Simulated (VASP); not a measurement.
# NiO (Fm-3m) in VASP: further runs, part 2 of 2

VASP 6.6.1. Earlier steps stand in the parts before.

## Step 3: Single point, LDA, collinear spin, ferromagnetic start

POSCAR

```
NiO
1.0
    0.0000000000      2.0859016414      2.0859016414
    2.0859016414      0.0000000000      2.0859016414
    2.0859016414      2.0859016414      0.0000000000
Ni O
1 1
Direct
    0.0000000000      0.0000000000      0.0000000000
    0.5000000000      0.5000000000      0.5000000000
```

INCAR.step1

```
PREC     = Accurate       # precision mode
ENCUT    = 520            # plane-wave cutoff, eV
EDIFF    = 1E-6           # SCF threshold, eV
ISMEAR   = -1             # smearing method
SIGMA    = 0.05           # smearing width, eV
LREAL    = False          # projectors in reciprocal space
LASPH    = True           # aspherical terms in the spheres
NELM     = 150            # most SCF steps
ALGO     = Normal         # electronic algorithm
ISIF     = 2              # what is computed and relaxed
LWAVE    = False          # write WAVECAR
LCHARG   = True           # write CHGCAR
ISPIN    = 2              # spin polarisation
MAGMOM   = 1 0            # initial moments
LMAXMIX  = 4              # l up to which the mixer works
GGA      = CA             # functional
NBANDS   = 19             # bands
```

KPOINTS.step1

```
regular mesh
0
Gamma
  11 11 11
```

INCAR.step2

```
PREC     = Accurate       # precision mode
ENCUT    = 520            # plane-wave cutoff, eV
EDIFF    = 1E-6           # SCF threshold, eV
ISMEAR   = -5             # smearing method
SIGMA    = 0.05           # smearing width, eV
LREAL    = False          # projectors in reciprocal space
LASPH    = True           # aspherical terms in the spheres
NELM     = 150            # most SCF steps
ALGO     = Normal         # electronic algorithm
ISIF     = 2              # what is computed and relaxed
LWAVE    = False          # write WAVECAR
LCHARG   = False          # write CHGCAR
ISPIN    = 2              # spin polarisation
MAGMOM   = 1 0            # initial moments
LORBIT   = 11             # projections on sites
LMAXMIX  = 4              # l up to which the mixer works
GGA      = CA             # functional
NBANDS   = 19             # bands
NEDOS    = 2001           # points of the DOS
ICHARG   = 11             # starting density
```

KPOINTS.step2

```
regular mesh
0
Gamma
  17 17 17
```

Potentials or basis: VASP PAW LDA potentials, release 64 (Ni, O).

On the command line:

```
$ cat potpaw_LDA.64/Ni/POTCAR potpaw_LDA.64/O/POTCAR > POTCAR
$ cp INCAR.step1 INCAR
$ cp KPOINTS.step1 KPOINTS
$ mpirun -np 1 vasp_std > vasp.out
$ cp INCAR.step2 INCAR
$ cp KPOINTS.step2 KPOINTS
$ mpirun -np 1 vasp_std > vasp.out
```

OUTCAR:

```text
PREC = Accurate
   ENCUT = 520
   EDIFF = 1E-6
   ISMEAR = -5
   LREAL = False
   LASPH = True
   NELM = 150
   ISIF = 2
   ISPIN = 2
   LORBIT = 11
   GGA = CA
   ICHARG = 11

 ion  position               nearest neighbor table
   1  0.000  0.000  0.000-   2 2.09   2 2.09   2 2.09   2 2.09   2 2.09   2 2.09
   2  0.500  0.500  0.500-   1 2.09   1 2.09   1 2.09   1 2.09   1 2.09   1 2.09

  LATTYP: Found a face centered cubic cell.
 ALAT       =     4.1718032828

  Lattice vectors:

 A1 = (   0.0000000000,   2.0859016414,   2.0859016414)
 A2 = (   2.0859016414,   0.0000000000,   2.0859016414)
 A3 = (   2.0859016414,   2.0859016414,   0.0000000000)

Analysis of symmetry for initial positions (statically):
=====================================================================
 Subroutine PRICEL returns:
 Original cell was already a primitive cell.

[... 728 lines left out ...]
      1     -12.5931      1.00000
      2       4.4922      1.00000
      3       4.4922      1.00000
      4       4.4922      1.00000
      5       5.7983      1.00000
      6       5.7983      1.00000
[... 517 lines left out ...]
     18      35.6451      0.00000
     19      37.1163      0.00000

 [... further k-points ...]

------------------------ aborting loop because EDIFF is reached ----------------------------------------

  FORCE on cell =-STRESS in cart. coord.  units (eV):
  Direction    XX          YY          ZZ          XY          YZ          ZX
  --------------------------------------------------------------------------------------
  -------------------------------------------------------------------------------------
  Total       -2.2147736     -2.2147736     -2.2147736      0.0000000      0.0000000      0.0000000
  in kB     -195.4917601   -195.4917601   -195.4917601      0.0000000      0.0000000      0.0000000
  external PRESSURE =    -195.4917601 kB  Pullay stress =       0.0000000 kB

 VOLUME and BASIS-vectors are now :
 -----------------------------------------------------------------------------
  energy-cutoff  :      520.00
  volume of cell :       18.15
      direct lattice vectors                 reciprocal lattice vectors
     0.000000000  2.085901641  2.085901641    -0.239704495  0.239704495  0.239704495
     2.085901641  0.000000000  2.085901641     0.239704495 -0.239704495  0.239704495
     2.085901641  2.085901641  0.000000000     0.239704495  0.239704495 -0.239704495

 POSITION                                       TOTAL-FORCE (eV/Angst)
 -----------------------------------------------------------------------------------
      0.00000      0.00000      0.00000         0.000000      0.000000      0.000000
      2.08590      2.08590      2.08590         0.000000     -0.000000     -0.000000
 -----------------------------------------------------------------------------------
    total drift:                                0.000000     -0.000000     -0.000000

  FREE ENERGIE OF THE ION-ELECTRON SYSTEM (eV)
  ---------------------------------------------------
  free  energy   TOTEN  =       -13.2856179232 eV

  energy  without entropy=      -13.2856179232  energy(sigma->0) =      -13.28561792

 total charge

# of ion       s       p       d       tot
------------------------------------------
    1        0.331   0.397   8.360   9.088
    2        1.562   3.335   0.000   4.896
--------------------------------------------------
tot          1.893   3.731   8.360  13.984

 magnetization (x)

# of ion       s       p       d       tot
------------------------------------------
    1        0.002   0.003   0.178   0.182
    2        0.004   0.024   0.000   0.028
--------------------------------------------------
tot          0.006   0.026   0.178   0.210
```

OUTCAR.step1:

```text
PREC = Accurate
   ENCUT = 520
   EDIFF = 1E-6
   ISMEAR = -1
   LREAL = False
[... 1299 lines left out ...]
      0.00000      0.00000      0.00000         0.000000      0.000000      0.000000
      2.08590      2.08590      2.08590        -0.000000      0.000000      0.000000
 -----------------------------------------------------------------------------------
    total drift:                                0.000000     -0.000000     -0.000000

  FREE ENERGIE OF THE ION-ELECTRON SYSTEM (eV)
  ---------------------------------------------------
  free  energy   TOTEN  =       -13.2952725992 eV

  energy  without entropy=      -13.2802646138  energy(sigma->0) =      -13.28776861
```

OSZICAR.step1:

```text
N       E                     dE             d eps       ncg     rms          rms(c)
DAV:   1     0.812841072410E+02    0.81284E+02   -0.70027E+03  4552   0.103E+03
DAV:   2    -0.103797131698E+02   -0.91664E+02   -0.79953E+02  4368   0.234E+02
DAV:   3    -0.154420365514E+02   -0.50623E+01   -0.47652E+01  4882   0.553E+01
DAV:   4    -0.154890009705E+02   -0.46964E-01   -0.46899E-01  4724   0.521E+00
DAV:   5    -0.154897520864E+02   -0.75112E-03   -0.75103E-03  4844   0.649E-01    0.138E+01
DAV:   6    -0.148646450005E+02    0.62511E+00   -0.10559E+01  5635   0.577E+01    0.166E+01
DAV:   7    -0.133664913583E+02    0.14982E+01   -0.47817E+00  5470   0.481E+01    0.526E+00
DAV:   8    -0.133003737371E+02    0.66118E-01   -0.27525E-01  5484   0.778E+00    0.213E+00
DAV:   9    -0.132956553521E+02    0.47184E-02   -0.23292E-02  5307   0.222E+00    0.654E-01
DAV:  10    -0.132946324420E+02    0.10229E-02   -0.36016E-03  5541   0.111E+00    0.199E-01
DAV:  11    -0.132951871906E+02   -0.55475E-03   -0.86303E-04  5862   0.394E-01    0.873E-02
DAV:  12    -0.132952580292E+02   -0.70839E-04   -0.58242E-05  6222   0.994E-02    0.388E-02
DAV:  13    -0.132952689170E+02   -0.10888E-04   -0.11184E-05  6090   0.495E-02    0.139E-02
DAV:  14    -0.132952711550E+02   -0.22380E-05   -0.11869E-06  2983   0.174E-02    0.117E-02
DAV:  15    -0.132952723846E+02   -0.12296E-05   -0.11622E-06  2257   0.170E-02    0.451E-03
DAV:  16    -0.132952725992E+02   -0.21466E-06   -0.56437E-07  2300   0.108E-02
   1 F= -.13295273E+02 E0= -.13287769E+02  d E =-.150080E-01  mag=     0.2373
```

Run time: 2.7 min. Hardware: 1 thread of Intel Xeon 8259CL, shared host; peak memory 0.21 GiB.

Results:

| Quantity | Value |
| --- | --- |
| Net moment | 0.24 μB per cell |
| Site moments | Ni +0.18; O +0.03 μB |
| Valence electrons inside the program's atomic spheres | Ni 9.09; O 4.90 |

Levels at points of the mesh, in eV from the Fermi level:
Spin up:
```tsv
k point	band 4	band 5	band 6	band 7	band 8	band 9	band 10	band 11	band 12	band 13
(0.00, 0.00, 0.00)	-3.09	-1.86	-1.86	-1.86	-1.74	-1.74	1.72	17.80	19.06	19.06
```
Spin down:
```
           k point  band 6  band 7  band 8  band 9  band 10  band 11
(0.00, 0.00, 0.00)   -1.73   -1.73   -1.48   -1.48     1.77    17.80
```

Caveat: semilocal functionals often make such compounds metallic where correlation or magnetic order opens a gap, which also shifts bond lengths; tetrahedron occupations give inexact forces and stress in metals.
